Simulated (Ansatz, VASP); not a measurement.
# Si2Mo: VASP beside Ansatz

```
CELL_PARAMETERS angstrom
-1.59512 1.59512 3.91091
1.59512 -1.59512 3.91091
1.59512 1.59512 -3.91091
ATOMIC_POSITIONS crystal
Si 0.33506 0.33506 0.00000
Si 0.66494 0.66494 0.00000
Mo 0.00000 0.00000 0.00000
```

Alike in both runs: task single point; functional PBEsol; k mesh 18 × 18 × 18; occupations gaussian, width 0.15 eV; no spin polarisation.

```csv
,VASP,Ansatz
version,VASP 6.6.1,Ansatz 0.2.0
potentials or method,"VASP PAW PBE potentials, release 64 (Si, Mo_sv), cutoff 520 eV","scalar-relativistic, plane waves, PAW"
valence electrons in the cell,22,22
```

VASP gave:

* gap on the k mesh at the Fermi level (eV): none
* pressure (GPa): 0.3

Question: Which values does Ansatz return?

Answer: gap on the k mesh at the Fermi level (eV): none; pressure (GPa): 0.0.

VASP's potentials were made for PBE, not for PBEsol, and Ansatz warns of the same on its side. A gap of «none» marks a metal or a gap that the smearing closes.
